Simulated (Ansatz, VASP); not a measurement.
In in VASP and in Ansatz

```
CELL_PARAMETERS angstrom
-1.56045 1.56045 2.47370
1.56045 -1.56045 2.47370
1.56045 1.56045 -2.47370
ATOMIC_POSITIONS crystal
In 0.00000 0.00000 0.00000
```

Alike in both runs: task single point; functional PBEsol; k mesh 10 × 10 × 10; occupations fermi-dirac, width 0.05 eV; no spin polarisation.

|  | VASP | Ansatz |
| --- | --- | --- |
| version | VASP 6.6.1 | Ansatz 0.2.0 |
| potentials or method | VASP PAW PBE potentials, release 64 (In_d) | Ansatz PAW |
| plane-wave cutoff (eV) | 520 | 420 |
| valence electrons in the cell | 13 | 13 |

VASP gave:

```
gap on the k mesh at the Fermi level (eV)                     : none
pressure (GPa)                                                : 3.0
traceless stress, the component that is largest in VASP (GPa) : -1.09
```

Q: What did Ansatz give for the same quantities?

A: gap on the k mesh at the Fermi level (eV): none; pressure (GPa): 3.0; traceless stress, the component that is largest in VASP (GPa): -1.08.

VASP's potentials were made for PBE, not for PBEsol. A gap of «none» marks a metal or a gap that the smearing closes.
